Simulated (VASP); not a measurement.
# LiF (P6_3mc) in VASP: further runs, part 2 of 2

VASP 6.6.1. The steps go on from the part before.

## 4. Single point, LDA

This run uses another cell than the first one, of the same volume but with other edges.

Input file INCAR:

```
SYSTEM = LiF
PREC     = Accurate       ! precision mode
ENCUT    = 520            ! plane-wave cutoff, eV
EDIFF    = 1E-6           ! SCF threshold, eV
ISMEAR   = 0              ! smearing method
SIGMA    = 0.05           ! smearing width, eV
LREAL    = .FALSE.        ! projectors in reciprocal space
LASPH    = .TRUE.         ! aspherical terms in the spheres
NELM     = 100            ! most SCF steps
ALGO     = Normal         ! electronic algorithm
ISIF     = 2              ! what is computed and relaxed
LWAVE    = .FALSE.        ! write WAVECAR
LCHARG   = .FALSE.        ! write CHGCAR
GGA      = CA             ! functional
NBANDS   = 18             ! bands
```

Input file KPOINTS:

```
regular mesh
0
G
  9 9 6
  0 0 0
```

Input file POSCAR:

```
LiF
1.0
    2.9680706168      0.0000000000      0.0000000000
   -1.4840353084      2.5704245544      0.0000000000
    0.0000000000      0.0000000000      4.8557635292
Li F
2 2
Direct
    0.3333333333      0.6666666667      0.3652620286
    0.6666666667      0.3333333333      0.8652620286
    0.3333333333      0.6666666667      0.9910195924
    0.6666666667      0.3333333333      0.4910195924
```

Potentials or basis: VASP PAW LDA potentials, release 64 (Li_sv, F).

Command:

```bash
$ cat potpaw_LDA.64/Li_sv/POTCAR potpaw_LDA.64/F/POTCAR > POTCAR
$ mpirun -np 1 vasp_std > vasp.out
```

OUTCAR:

```text
SYSTEM = LiF
   PREC = Accurate
   ENCUT = 520
   EDIFF = 1E-6
   ISMEAR = 0
   LREAL = .FALSE.
   LASPH = .TRUE.
   NELM = 100
   ISIF = 2
   GGA = CA

 ion  position               nearest neighbor table
   1  0.333  0.667  0.365-   3 1.82   4 1.82   4 1.82   4 1.82
   2  0.667  0.333  0.865-   4 1.82   3 1.82   3 1.82   3 1.82
   3  0.333  0.667  0.991-   1 1.82   2 1.82   2 1.82   2 1.82
   4  0.667  0.333  0.491-   2 1.82   1 1.82   1 1.82   1 1.82

  LATTYP: Found a hexagonal cell.
 ALAT       =     2.9680706168
 C/A-ratio  =     1.6360000000

  Lattice vectors:

 A1 = (   2.9680706168,   0.0000000000,   0.0000000000)
 A2 = (  -1.4840353084,   2.5704245544,   0.0000000000)
 A3 = (   0.0000000000,   0.0000000000,   4.8557635292)

Analysis of symmetry for initial positions (statically):
=====================================================================
 Subroutine PRICEL returns:
 Original cell was already a primitive cell.

 Routine SETGRP: Setting up the symmetry group for a
 hexagonal supercell.

 Subroutine GETGRP returns: Found 12 space group operations
 (whereof  6 operations were pure point group operations)
 out of a pool of 24 trial point group operations.

The static configuration has the point symmetry C_3v.
 The point group associated with its full space group is C_6v.

Analysis of symmetry for dynamics (positions and initial velocities):
=====================================================================
 Subroutine PRICEL returns:
 Original cell was already a primitive cell.

 Routine SETGRP: Setting up the symmetry group for a
 hexagonal supercell.

 Subroutine GETGRP returns: Found 12 space group operations
 (whereof  6 operations were pure point group operations)
 out of a pool of 24 trial point group operations.

The dynamic configuration has the point symmetry C_3v.
 The point group associated with its full space group is C_6v.
[... 121 lines left out ...]
   IMIX   =      4    mixing-type and parameters
     AMIX     =   0.40;   BMIX     =  1.00
     AMIX_MAG =   1.60;   BMIX_MAG =  1.00
  volume/ion in A,a.u.               =       9.26        62.50
  Fermi-wavevector in a.u.,A,eV,Ry     =   1.333028  2.519058 24.177060  1.776964
  Thomas-Fermi vector in A             =   2.461918
   LORBIT       =      0    0 simple, 1 ext, 2 COOP (PROOUT), +10 PAW based schemes
   GGA     = CA    functional components
   LHFCALC =     F    Hartree Fock is set to
   AEXX    =    0.0000 exact exchange contribution
   IVDW    =     0    specifies the selected vdW correction
   LEPSILON=     F    determine dielectric tensor
   LRPA    =     F    only Hartree local field effects (RPA)
 non-spin polarized calculation
 Gauss-broadening in eV      SIGMA  =   0.05
  energy-cutoff  :      520.00
  volume of cell :       37.05
 maximum number of plane-waves:      1038
 NGX is ok and might be reduce to    24

 number of electron      20.0000026 magnetization

 Free energy of the ion-electron system (eV)
  ---------------------------------------------------
  ext. energy  EPLUGINS =         0.00000000
  ---------------------------------------------------
  free energy    TOTEN  =       -20.79887890 eV

  energy without entropy =      -20.79887890  energy(sigma->0) =      -20.79887890

 E-fermi :  -2.1642     XC(G=0):  -9.8686

 val. band max:       -2.5329033567   @ k =   0.0000   0.0000   0.0000
 cond. band min:       5.4362666941   @ k =   0.0000   0.0000   0.0000
 fundamental gap:      7.9691700508
 Fermi energy:        -2.1642448711

 k-point     1 :       0.0000    0.0000    0.0000
  band No.  band energies     occupation
      1     -41.5657      2.00000
      2     -41.5053      2.00000
      3     -21.5598      2.00000
      4     -21.3556      2.00000
      5      -4.8302      2.00000
      6      -2.8436      2.00000
[... 481 lines left out ...]
      5      -4.6708      2.00000
      6      -3.8267      2.00000
[... 10 lines left out ...]
     17      16.3881      0.00000
     18      19.2102      0.00000

 [... further k-points ...]

------------------------ aborting loop because EDIFF is reached ----------------------------------------

  FORCE on cell =-STRESS in cart. coord.  units (eV):
  Direction    XX          YY          ZZ          XY          YZ          ZX
  --------------------------------------------------------------------------------------
  -------------------------------------------------------------------------------------
  Total        0.1243653      0.1243653     -0.2398300      0.0000000      0.0000000      0.0000000
  in kB        5.3786476      5.3786476    -10.3723587      0.0000000      0.0000000      0.0000000
  external PRESSURE =       0.1283122 kB  Pullay stress =       0.0000000 kB

 VOLUME and BASIS-vectors are now :
 -----------------------------------------------------------------------------
  energy-cutoff  :      520.00
  volume of cell :       37.05
      direct lattice vectors                 reciprocal lattice vectors
     2.968070617  0.000000000  0.000000000     0.336919207  0.194520395  0.000000000
    -1.484035308  2.570424554  0.000000000     0.000000000  0.389040790  0.000000000
     0.000000000  0.000000000  4.855763529     0.000000000  0.000000000  0.205940836

 POSITION                                       TOTAL-FORCE (eV/Angst)
 -----------------------------------------------------------------------------------
     -0.00000      1.71362      1.77363         0.000000      0.000000      0.057690
      1.48404      0.85681      4.20151        -0.000000      0.000000      0.057690
     -0.00000      1.71362      4.81216         0.000000      0.000000     -0.057690
      1.48404      0.85681      2.38428        -0.000000      0.000000     -0.057690
 -----------------------------------------------------------------------------------
    total drift:                                0.000000      0.000000      0.001274

  FREE ENERGIE OF THE ION-ELECTRON SYSTEM (eV)
  ---------------------------------------------------
  free  energy   TOTEN  =       -20.7988788970 eV

  energy  without entropy=      -20.7988788970  energy(sigma->0) =      -20.79887890
```

OSZICAR:

```text
N       E                     dE             d eps       ncg     rms          rms(c)
DAV:   1     0.112670399550E+03    0.11267E+03   -0.10939E+04  1752   0.120E+03
DAV:   2    -0.121632252237E+02   -0.12483E+03   -0.12225E+03  2000   0.295E+02
DAV:   3    -0.220956374711E+02   -0.99324E+01   -0.98746E+01  3202   0.603E+01
DAV:   4    -0.222050149893E+02   -0.10938E+00   -0.10922E+00  2242   0.778E+00
DAV:   5    -0.222062946688E+02   -0.12797E-02   -0.12795E-02  2344   0.673E-01    0.697E+00
DAV:   6    -0.208254963964E+02    0.13808E+01   -0.35197E+00  1818   0.145E+01    0.217E+00
DAV:   7    -0.208079422813E+02    0.17554E-01   -0.11919E-01  2008   0.245E+00    0.138E+00
DAV:   8    -0.207997259747E+02    0.82163E-02   -0.43466E-02  2346   0.197E+00    0.324E-01
DAV:   9    -0.207987176302E+02    0.10083E-02   -0.56470E-03  2090   0.628E-01    0.852E-02
DAV:  10    -0.207988836377E+02   -0.16601E-03   -0.28166E-04  1890   0.143E-01    0.260E-02
DAV:  11    -0.207988790527E+02    0.45850E-05   -0.17305E-05  2386   0.412E-02    0.601E-03
DAV:  12    -0.207988788970E+02    0.15571E-06   -0.77536E-07  1666   0.851E-03
   1 F= -.20798879E+02 E0= -.20798879E+02  d E =-.286165E-27
```

Wall time 35 s (1 thread of Intel Xeon 8259CL, shared host); peak memory 0.14 GiB.

What came out:

```
Free energy            : -20.7989 eV
Largest force          : 0.058 eV/Å
Band gap on the k mesh : 7.97 eV
```

Forces in eV/Å, atoms in the order of the input:
```
Li   0.000  0.000  0.058
Li   0.000  0.000  0.058
F    0.000  0.000 -0.058
F    0.000  0.000 -0.058
```

Caveat: the cutoff is under 1.25 times the usual one of these potentials, so pressure, stress and relaxed cells hold a basis-set (Pulay) error. A k mesh can miss the band edges.

## 5. Single point, LDA

Input file INCAR:

```
PREC     = Accurate       # precision mode
ENCUT    = 520            # plane-wave cutoff, eV
EDIFF    = 1E-6           # SCF threshold, eV
ISMEAR   = 0              # smearing method
SIGMA    = 0.05           # smearing width, eV
LREAL    = False          # projectors in reciprocal space
LASPH    = True           # aspherical terms in the spheres
NELM     = 100            # most SCF steps
ALGO     = Normal         # electronic algorithm
ISIF     = 2              # what is computed and relaxed
LWAVE    = False          # write WAVECAR
LCHARG   = False          # write CHGCAR
GGA      = CA             # functional
NBANDS   = 18             # bands
```

Input file KPOINTS:

```
regular mesh
0
Gamma
  9 9 6
```

Input file POSCAR:

```
LiF
1.0
    3.0631065845      0.0000000000      0.0000000000
   -1.5315532922      2.6527281167      0.0000000000
    0.0000000000      0.0000000000      4.5591278403
Li F
2 2
Direct
    0.3333333333      0.6666666667      0.3652620286
    0.6666666667      0.3333333333      0.8652620286
    0.3333333333      0.6666666667      0.9910195924
    0.6666666667      0.3333333333      0.4910195924
```

Command:

```bash
$ cat potpaw_LDA.64/Li_sv/POTCAR potpaw_LDA.64/F/POTCAR > POTCAR
$ mpirun -np 1 vasp_std > vasp.out
```

It took 35 s on 1 thread of Intel Xeon 8259CL, shared host; peak memory 0.14 GiB.

It converged, with:

```
Free energy            : -20.7341 eV
Largest force          : 0.665 eV/Å
Band gap on the k mesh : 7.87 eV
```

Forces in eV/Å, atoms in the order of the input:
```
Li   0.000  0.000  0.665
Li   0.000  0.000  0.665
F    0.000  0.000 -0.665
F    0.000  0.000 -0.665
```

Levels at points of the mesh, in eV from the valence-band top:
| k point | band 7 | band 8 | band 9 | band 10 | band 11 | band 12 | band 13 | band 14 |
| --- | --- | --- | --- | --- | --- | --- | --- | --- |
| (0.00, 0.00, 0.00) | -0.58 | -0.12 | -0.12 | 0.00 | 7.87 | 12.46 | 15.90 | 18.27 |
| (0.00, 0.00, 0.50) | -0.35 | -0.35 | -0.35 | -0.35 | 9.61 | 9.61 | 18.43 | 18.43 |

Caveat: the cutoff is under 1.25 times the usual one of these potentials, so pressure, stress and relaxed cells hold a basis-set (Pulay) error. A k mesh can miss the band edges.

## 6. Overview

```tsv
cell	gap on the mesh (eV)	largest force (eV/Å)
a = 3.063, b = 3.063, c = 4.559 Å, angles 90.0, 90.0, 120.0°, 4 atoms, atomic positions A	7.69	0.10
a = 3.098, b = 3.098, c = 4.458 Å, angles 90.0, 90.0, 120.0°, 4 atoms, atomic positions B	7.74	0.38
a = 2.968, b = 2.968, c = 4.856 Å, angles 90.0, 90.0, 120.0°, 4 atoms, atomic positions C	7.97	0.06
a = 3.063, b = 3.063, c = 4.559 Å, angles 90.0, 90.0, 120.0°, 4 atoms, atomic positions C	7.87	0.66
```

Alike in all rows: task single point; level LDA; potentials or basis VASP PAW LDA potentials, release 64 (Li_sv, F); no spin polarisation; k mesh 9 × 9 × 6; cutoff (eV) 520; smearing gaussian 0.05 eV.

Caveats: the cutoff is under 1.25 times the usual one of these potentials, so pressure, stress and relaxed cells hold a basis-set (Pulay) error.

Absolute energies hang on the potentials; compare differences alone.
